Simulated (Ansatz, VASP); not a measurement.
**CdS: VASP beside Ansatz**

POSCAR

```
CdS
1.0
    0.0000000000      3.0264000000      3.0264000000
    3.0264000000      0.0000000000      3.0264000000
    3.0264000000      3.0264000000      0.0000000000
Cd S
1 1
Direct
    0.0000000000      0.0000000000      0.0000000000
    0.7500000000      0.7500000000      0.7500000000
```

Contents of INCAR.step1:

```
ALGO     = Normal         # electronic algorithm
EDIFF    = 1E-4           # SCF threshold, eV
ENCUT    = 520            # plane-wave cutoff, eV
GGA      = PE             # functional
ISMEAR   = 0              # smearing method
LASPH    = True           # aspherical terms in the spheres
LCHARG   = False          # write CHGCAR
LREAL    = False          # projectors in reciprocal space
LWAVE    = True           # write WAVECAR
NBANDS   = 16             # bands
NELM     = 60             # most SCF steps
PREC     = Accurate       # precision mode
SIGMA    = 0.05           # smearing width, eV
```

Contents of INCAR.step2:

```
ALGO     = Normal         # electronic algorithm
EDIFF    = 1E-6           # SCF threshold, eV
ENCUT    = 520            # plane-wave cutoff, eV
ISIF     = 2              # what is computed and relaxed
ISMEAR   = 0              # smearing method
ISTART   = 1            
LASPH    = True           # aspherical terms in the spheres
LCHARG   = False          # write CHGCAR
LMIXTAU  = True         
LREAL    = False          # projectors in reciprocal space
LWAVE    = False          # write WAVECAR
METAGGA  = R2SCAN         # meta-GGA
NBANDS   = 16             # bands
NELM     = 60             # most SCF steps
PREC     = Accurate       # precision mode
SIGMA    = 0.05           # smearing width, eV
```

File KPOINTS:

```
k-points
0
Gamma
  8 8 8
```

Input for Ansatz:

```yaml
crystal:
  lattice:
    - [0.0, 3.0264, 3.0264]
    - [3.0264, 0.0, 3.0264]
    - [3.0264, 3.0264, 0.0]
  atoms:
    - { symbol: Cd, position: [0.0, 0.0, 0.0] }
    - { symbol: S, position: [0.75, 0.75, 0.75] }
basis:
  ecutwfc: 500
kpoints:
  mp_grid: { grid: [8, 8, 8] }
hamiltonian:
  xc: r2scan
scf:
  occupations: { method: gaussian, width: 0.05 }
output:
  forces: true
  stress: true
  eigenvalues: true
```

Change from the starting cell: strain +0.040 along x and y, +0.040 along z, atoms carried along.

Alike in both runs: task single point; functional r2SCAN; k mesh 8 × 8 × 8; occupations gaussian, width 0.05 eV; no spin polarisation.

|  | VASP | Ansatz |
| --- | --- | --- |
| version | VASP 6.6.1 | Ansatz 0.2.0 |
| potentials or method | VASP PAW PBE potentials, release 64 (Cd, S), cutoff 520 eV | scalar-relativistic, plane waves, PAW |
| valence electrons in the cell | 18 | 26 |

```csv
,VASP,Ansatz,Ansatz less VASP
gap on the k mesh at the Fermi level (eV),1.33,1.34,+0.007
least direct gap on the mesh (eV),1.33,1.34,+0.007
pressure (GPa),-4.2,-4.4,-0.20
```

VASP's potentials were made for PBE, not for r2SCAN. The functional is the same, so the differences come from potentials, cutoffs and numerics. VASP's potentials hold 18 valence electrons a cell and Ansatz's 26, so a difference there can come from the potentials and not from the codes.
